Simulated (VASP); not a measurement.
The system is C.

```xyz
1
Lattice="1.7780 0.0000 0.0000 0.0000 1.7780 0.0000 0.0000 0.0000 1.7780" Properties=species:S:1:pos:R:3 pbc="T T T"
C     0.0000    0.0000    0.0000
```

Base run:

```yaml
Program: VASP 6.6.1
Functional: RPBE
Potentials_or_basis: VASP PAW PBE potentials, release 64 (C)
Cutoff: 520 eV
k_mesh: 20 × 20 × 20
Occupations: fermi-dirac, width 0.1 eV
Spin: no spin polarisation
```

Its results: band gap on the k mesh zero (band 2 reaches 20.19 eV, above the bottom of band 3 at 7.93 eV); pressure 4.2 GPa.

Q: The run is repeated on the same cell with these changes: k mesh from 20 × 20 × 20 to 29 × 29 × 29. What comes out?

A: Band gap on the k mesh zero (band 2 reaches 20.19 eV, above the bottom of band 3 at 8.12 eV); pressure 3.0 GPa.

Caveats: the PAW data sets were made with another functional, which shifts forces and pressure a little.
